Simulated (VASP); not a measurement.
# Ni (Fm-3m) in VASP: single point with PBE

Aim: the single point of Ni with PBE.

Everything below comes from runs of VASP 6.6.1. Logs are shortened: lines on timing, memory, paths and dates and some standing lists are left out, and cuts for length are marked.

## Step 1: The cell of the first run

It takes space group Fm-3m (No. 225, cubic). The conventional cell has a = 3.519 Å, b = 3.519 Å, c = 3.519 Å, α = 90.00°, β = 90.00°, γ = 90.00°. Ni (site symmetry m-3m) has 12 Ni at 2.49 Å within 3.3 Å.

## Step 2: Single point, PBE, collinear spin, ferromagnetic start

The input, INCAR:

```
PREC = Accurate
ENCUT = 520
EDIFF = 1E-6
ISMEAR = -1
SIGMA = 0.05
LREAL = False
LASPH = True
NELM = 150
ALGO = Normal
ISIF = 2
LWAVE = False
LCHARG = False
ISPIN = 2
MAGMOM = 1 1 1
LORBIT = 11
LMAXMIX = 4
GGA = PE
NBANDS = 26
```

The input, KPOINTS:

```
Automatic mesh
0
Gamma
  19 19 7
```

The input, POSCAR:

```
Ni
1.0
    0.0000000000      1.7593077394     -1.7593077394
   -1.7593077394      0.0000000000      1.7593077394
    3.5186154789      3.5186154789      3.5186154789
Ni
3
Direct
    0.0000000000      0.0000000000      0.0000000000
    0.3333333330      0.6666666670      0.3333333330
    0.6666666670      0.3333333330      0.6666666670
```

Potentials or basis: VASP PAW PBE potentials, release 64 (Ni).

Command:

```
cat potpaw_PBE.64/Ni/POTCAR > POTCAR
mpirun -np 1 vasp_std > vasp.out
```

OUTCAR:

```text
PREC = Accurate
   ENCUT = 520
   EDIFF = 1E-6
   ISMEAR = -1
   LREAL = False
   LASPH = True
   NELM = 150
   ISIF = 2
   ISPIN = 2
   LORBIT = 11
   GGA = PE

 ion  position               nearest neighbor table
   1  0.000  0.000  0.000-   2 2.49   3 2.49   3 2.49   2 2.49   3 2.49   2 2.49
   2  0.333  0.667  0.333-   1 2.49   1 2.49   1 2.49   3 2.49   3 2.49   3 2.49
   3  0.667  0.333  0.667-   1 2.49   1 2.49   1 2.49   2 2.49   2 2.49   2 2.49

  LATTYP: Found a hexagonal cell.
 ALAT       =     2.4880368654
 C/A-ratio  =     2.4494897429

  Lattice vectors:

 A1 = (   0.0000000000,   1.7593077394,  -1.7593077394)
 A2 = (  -1.7593077394,   0.0000000000,   1.7593077394)
 A3 = (   3.5186154789,   3.5186154789,   3.5186154789)

Analysis of symmetry for initial positions (statically):
=====================================================================
 Subroutine PRICEL returns following result:

  LATTYP: Found a face centered cubic cell.
 ALAT       =     3.5186154753

  Lattice vectors:

 A1 = (   1.7593077377,   1.7593077377,   0.0000000000)
 A2 = (  -0.0000000017,   1.7593077377,   1.7593077394)
 A3 = (   1.7593077430,   0.0000000036,   1.7593077394)

   3 primitive cells build up your supercell.

 Routine SETGRP: Setting up the symmetry group for a
 hexagonal supercell.

 Subroutine GETGRP returns: Found 12 space group operations
 (whereof 12 operations were pure point group operations)
 out of a pool of 24 trial point group operations.

The static configuration has the point symmetry D_3d.

Analysis of symmetry for dynamics (positions and initial velocities):
=====================================================================
 Subroutine PRICEL returns following result:

  LATTYP: Found a face centered cubic cell.
 ALAT       =     3.5186154753

  Lattice vectors:

 A1 = (   1.7593077377,   1.7593077377,   0.0000000000)
 A2 = (  -0.0000000017,   1.7593077377,   1.7593077394)
 A3 = (   1.7593077430,   0.0000000036,   1.7593077394)

   3 primitive cells build up your supercell.

 Routine SETGRP: Setting up the symmetry group for a
 hexagonal supercell.

 Subroutine GETGRP returns: Found 12 space group operations
 (whereof 12 operations were pure point group operations)
 out of a pool of 24 trial point group operations.

The dynamic configuration has the point symmetry D_3d.

Analysis of structural, dynamic, and magnetic symmetry:
=====================================================================
 Subroutine PRICEL returns following result:

  LATTYP: Found a face centered cubic cell.
 ALAT       =     3.5186154753

  Lattice vectors:

 A1 = (   1.7593077377,   1.7593077377,   0.0000000000)
 A2 = (  -0.0000000017,   1.7593077377,   1.7593077394)
 A3 = (   1.7593077430,   0.0000000036,   1.7593077394)

   3 primitive cells build up your supercell.

 Routine SETGRP: Setting up the symmetry group for a
 hexagonal supercell.

 Subroutine GETGRP returns: Found 12 space group operations
 (whereof 12 operations were pure point group operations)
 out of a pool of 24 trial point group operations.

The overall configuration has the point symmetry D_3d.

 Subroutine INISYM returns: Found 12 space group operations
 (whereof 12 operations are pure point group operations),
 and found     3 'primitive' translations

----------------------------------------------------------------------------------------

                                     Primitive cell

  volume of cell :      10.8907

  direct lattice vectors                    reciprocal lattice vectors
     1.759307738  1.759307738  0.000000000     0.284202694  0.284202696 -0.284202695
    -0.000000002  1.759307738  1.759307739    -0.284202695  0.284202695  0.284202695
     1.759307743  0.000000004  1.759307739     0.284202695 -0.284202695  0.284202695

  length of vectors
     2.488036863  2.488036864  2.488036868     0.492253507  0.492253507  0.492253507

  position of ions in fractional coordinates (direct lattice)
     0.000000000  0.000000000  0.000000000

  ion indices of the primitive-cell ions
   primitive index   ion index
                 1           1

----------------------------------------------------------------------------------------

 KPOINTS: Automatic mesh

Automatic generation of k-mesh.
 Grid dimensions read from file:
 generate k-points for:   19   19    7

 Generating k-lattice:

  Cartesian coordinates                     Fractional coordinates (reciprocal lattice)
    -0.009972024  0.019944049 -0.009972024     0.052631579  0.000000000  0.000000000
    -0.019944049  0.009972024  0.009972024     0.000000000  0.052631579  0.000000000
     0.013533462  0.013533462  0.013533462     0.000000000  0.000000000  0.142857143

  Length of vectors
     0.024426371  0.024426371  0.023440643

  Shift w.r.t. Gamma in fractional coordinates (k-lattice)
     0.000000000  0.000000000  0.000000000

 Subroutine IBZKPT returns following result:
 ===========================================

 Found    250 irreducible k-points:

 Following reciprocal coordinates:
            Coordinates               Weight
  0.000000  0.000000  0.000000      1.000000
  0.052632  0.000000  0.000000      6.000000
  0.105263  0.000000  0.000000      6.000000
  0.157895  0.000000  0.000000      6.000000
  0.210526  0.000000  0.000000      6.000000
  0.263158  0.000000  0.000000      6.000000
[... 16 lines left out ...]
  0.263158  0.105263  0.000000     12.000000
  0.315789  0.105263 -0.000000     12.000000
 [... further k-points ...]
   k-points           NKPTS =    250   k-points in BZ     NKDIM =    250   number of bands    NBANDS=     26
   number of dos      NEDOS =    301   number of ions     NIONS =      3
   total plane-waves  NPLWV =  19200
   dimension x,y,z NGX =    20 NGY =   20 NGZ =   48
   dimension x,y,z NGXF=    40 NGYF=   40 NGZF=   96
   ions per type =               3
   NGX,Y,Z   is equivalent  to a cutoff of  13.36, 13.36, 13.09 a.u.
   NGXF,Y,Z  is equivalent  to a cutoff of  26.73, 26.73, 26.19 a.u.
 SYSTEM =  unknown system
   PREC   = accura    normal or accurate (medium, high low for compatibility)
   ISTART =      0    job   : 0-new  1-cont  2-samecut
   ICHARG =      2    charge: 1-file 2-atom 10-const
   ISPIN  =      2    spin polarized calculation?
   LNONCOLLINEAR =      F non collinear calculations
   LSORBIT =      F    spin-orbit coupling
   LASPH  =      T    aspherical Exc in radial PAW
   ENCUT  =  520.0 eV  38.22 Ry    6.18 a.u.   4.63  4.63 11.33*2*pi/ulx,y,z
   NELM   =    150;   NELMIN=  2; NELMDL= -5     # of ELM steps
   EDIFF  = 0.1E-05   stopping-criterion for ELM
   LREAL  =      F    real-space projection
   EDIFFG = 0.1E-04   stopping-criterion for IOM
   NSW    =      0    number of steps for IOM
   IBRION =     -1    ionic relax: 0-MD 1-quasi-New 2-CG
   NFREE  =      0    steps in history (QN), initial steepest desc. (CG)
   ISIF   =      2    stress and relaxation
   ISYM   =      2    0-nonsym 1-usesym 2-fastsym
   POTIM  = 0.5000    time-step for ionic-motion
   TEBEG  =    0.0;   TEEND  =   0.0 temperature during run
   PSTRESS=    0.0 pullay stress
   NELECT =      30.0000    total number of electrons
   NUPDOWN=      -1.0000    fix difference up-down
   EMIN   =  10.00;   EMAX   =-10.00  energy-range for DOS
   EFERMI =   0.00;   METHOD = LEGACY
   ISMEAR =    -1;   SIGMA  =   0.05  broadening in eV -4-tet -1-fermi 0-gaus
   EFERMI_NEDOS =   21; number of points for ismear=-14 and -15
   IALGO  =     38    algorithm
   IMIX   =      4    mixing-type and parameters
     AMIX     =   0.40;   BMIX     =  1.00
     AMIX_MAG =   1.60;   BMIX_MAG =  1.00
  volume/ion in A,a.u.               =      10.89        73.49
  Fermi-wavevector in a.u.,A,eV,Ry     =   1.591194  3.006920 34.448550  2.531897
  Thomas-Fermi vector in A             =   2.689772
   LORBIT       =     11    0 simple, 1 ext, 2 COOP (PROOUT), +10 PAW based schemes
   GGA     = PE    functional components
   LHFCALC =     F    Hartree Fock is set to
   AEXX    =    0.0000 exact exchange contribution
   IVDW    =     0    specifies the selected vdW correction
   LEPSILON=     F    determine dielectric tensor
   LRPA    =     F    only Hartree local field effects (RPA)
 spin polarized calculation
  energy-cutoff  :      520.00
  volume of cell :       32.67
 maximum number of plane-waves:       895
 NGX is ok and might be reduce to    20
   NGX =  9   NGY =  9   NGZ = 23

 number of electron      30.0000009 magnetization       1.8833565

 Free energy of the ion-electron system (eV)
  ---------------------------------------------------
  ext. energy  EPLUGINS =         0.00000000
  ---------------------------------------------------
  free energy    TOTEN  =       -16.43099520 eV

  energy without entropy =      -16.38709223  energy(sigma->0) =      -16.40904372

 E-fermi :   9.3646     XC(G=0): -13.2497

 val. band max:        9.3633269240   @ k =   0.1053   0.0526   0.1429
 cond. band min:       9.3650763168   @ k =   0.3684   0.0000   0.4286
 fundamental gap:      0.0017493928
 Fermi energy:         9.3646178777

 spin component 1

 k-point     1 :       0.0000    0.0000    0.0000
  band No.  band energies     occupation
      1       0.3589      1.00000
      2       3.7864      1.00000
      3       3.7864      1.00000
      4       6.9297      1.00000
      5       6.9297      1.00000
      6       6.9301      1.00000
[... 18 lines left out ...]
     25      34.3155      0.00000
     26      34.3155      0.00000
[... 644 lines left out ...]
      4       5.4574      1.00000
      5       6.2564      1.00000
      6       6.3988      1.00000
[... 18 lines left out ...]
     25      26.8484      0.00000
     26      27.0529      0.00000

 [... further k-points ...]

 spin component 2

 k-point     1 :       0.0000    0.0000    0.0000
  band No.  band energies     occupation
      1       0.3241      1.00000
      2       3.9055      1.00000
      3       3.9055      1.00000
      4       7.4099      1.00000
      5       7.4099      1.00000
      6       7.6845      1.00000
[... 18 lines left out ...]
     25      34.4113      0.00000
     26      34.4113      0.00000
[... 644 lines left out ...]
      4       6.0666      1.00000
      5       6.6801      1.00000
      6       6.9749      1.00000
[... 18 lines left out ...]
     25      26.9246      0.00000
     26      27.1334      0.00000

 [... further k-points ...]
[... 5 lines left out ...]
  --------------------------------------------------------------------------------------
  -------------------------------------------------------------------------------------
  Total       -0.0061553     -0.0061553     -0.0061553     -0.0024181     -0.0024181     -0.0024181
  in kB       -0.3018452     -0.3018452     -0.3018452     -0.1185805     -0.1185805     -0.1185805
  external PRESSURE =      -0.3018452 kB  Pullay stress =       0.0000000 kB

 VOLUME and BASIS-vectors are now :
 -----------------------------------------------------------------------------
  energy-cutoff  :      520.00
  volume of cell :       32.67
      direct lattice vectors                 reciprocal lattice vectors
     0.000000000  1.759307739 -1.759307739    -0.189468463  0.378936926 -0.189468463
    -1.759307739  0.000000000  1.759307739    -0.378936926  0.189468463  0.189468463
     3.518615479  3.518615479  3.518615479     0.094734231  0.094734231  0.094734231

 POSITION                                       TOTAL-FORCE (eV/Angst)
 -----------------------------------------------------------------------------------
      0.00000      0.00000      0.00000        -0.000000     -0.000000     -0.000000
     -0.00000      1.75931      1.75931         0.000000     -0.000000      0.000000
      1.75931      3.51862      1.75931         0.000000      0.000000      0.000000
 -----------------------------------------------------------------------------------
    total drift:                                0.000000     -0.000000      0.000000

  FREE ENERGIE OF THE ION-ELECTRON SYSTEM (eV)
  ---------------------------------------------------
  free  energy   TOTEN  =       -16.4309952040 eV

  energy  without entropy=      -16.3870922335  energy(sigma->0) =      -16.40904372

 total charge

# of ion       s       p       d       tot
------------------------------------------
    1        0.497   0.497   8.314   9.308
    2        0.497   0.497   8.314   9.308
    3        0.497   0.497   8.314   9.308
--------------------------------------------------
tot          1.492   1.491  24.942  27.924

 magnetization (x)

# of ion       s       p       d       tot
------------------------------------------
    1       -0.006  -0.025   0.671   0.640
    2       -0.006  -0.025   0.671   0.640
    3       -0.006  -0.025   0.671   0.640
--------------------------------------------------
tot         -0.019  -0.075   2.014   1.920
```

Wall time 3.6 min (1 thread of Intel Xeon Platinum 8488C (Sapphire Rapids), shared host); peak memory 0.37 GiB.

Results:

| Property | Result |
| --- | --- |
| Free energy | -16.4310 eV |
| Pressure | 0.0 GPa |
| Net moment | 1.88 μB per cell |
| Site moments | Ni +0.64 μB |
| Valence electrons inside the program's atomic spheres | Ni 9.31 |

Levels at points of the mesh, in eV from the Fermi level:
Spin up:
| k point | band 14 | band 15 | band 16 | band 17 | band 18 | band 19 |
| --- | --- | --- | --- | --- | --- | --- |
| (0.00, 0.00, 0.00) | -1.26 | -0.94 | -0.94 | -0.94 | -0.94 | 10.49 |
Spin down:
```csv
k point,band 10,band 11,band 12,band 13,band 14,band 15,band 16,band 17,band 18,band 19
"(0.00, 0.00, 0.00)",-1.63,-1.63,-1.63,-0.67,-0.67,-0.23,-0.23,-0.23,-0.23,10.70
```
